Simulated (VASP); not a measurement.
Write the native input for VASP 6.6.1 that does the following.

```
Task                   : single point
Functional             : BLYP
Dispersion             : D4
Potentials or basis    : VASP PAW PBE potentials, release 64 (Hg, Te)
Cutoff                 : 520 eV
k mesh                 : 7 × 7 × 7
Occupations            : fermi-dirac, width 0.05 eV
Spin                   : no spin polarisation
Dipole correction      : no
Further INCAR settings : ALGO = Normal; EDIFF = 1e-06; NBANDS = 16
```

The structure of HgTe lies in POSCAR:

```
HgTe
1.0
    0.0000000000      3.0578719470      3.0578719470
    3.0578719470      0.0000000000      3.0578719470
    3.0578719470      3.0578719470      0.0000000000
Hg Te
1 1
Direct
    0.0000000000      0.0000000000      0.0000000000
    0.5000000000      0.5000000000      0.5000000000
```

These files were run (other wordings do the same):

INCAR

```
SYSTEM = HgTe
AGGAC    = 1.0          
AGGAX    = 1.0          
ALDAC    = 0.0          
ALDAX    = 1.0          
ALGO     = Normal         ! electronic algorithm
EDIFF    = 1E-6           ! SCF threshold, eV
ENCUT    = 520            ! plane-wave cutoff, eV
GGA      = B5             ! functional
ISIF     = 2              ! what is computed and relaxed
ISMEAR   = -1             ! smearing method
IVDW     = 13             ! dispersion correction
LASPH    = .True.         ! aspherical terms in the spheres
LCHARG   = .True.         ! write CHGCAR
LELF     = .True.         ! ELF
LREAL    = .False.        ! projectors in reciprocal space
LVHAR    = .True.       
LWAVE    = .False.        ! write WAVECAR
NBANDS   = 16             ! bands
NELM     = 60             ! most SCF steps
PREC     = Accurate       ! precision mode
SIGMA    = 0.05           ! smearing width, eV
VDW_A1   = 0.44488865   
VDW_A2   = 4.0933009    
VDW_S6   = 1.0          
VDW_S8   = 2.34076671
```

KPOINTS

```
k-points
0
Gamma
  7 7 7
  0 0 0
```

Potentials or basis: VASP PAW PBE potentials, release 64 (Hg, Te).

Command:

```bash
$ cat potpaw_PBE.64/Hg/POTCAR potpaw_PBE.64/Te/POTCAR > POTCAR
$ mpirun -np 1 vasp_std > vasp.out
```

It gave:

- Pressure: 0.4 GPa
- Band gap on the k mesh: zero (bands 9 and 10 overlap by 2.38 eV)
- Dispersion energy per atom: -0.881 eV

Caveat: the PAW data sets were made with another functional, which shifts forces and pressure a little; spin-orbit coupling is left out, which moves the levels of the heavy elements.

Run time: 13 s on 1 thread of Intel(R) Xeon(R) 6975P-C (Granite Rapids) (shared host), peak memory 0.17 GiB.
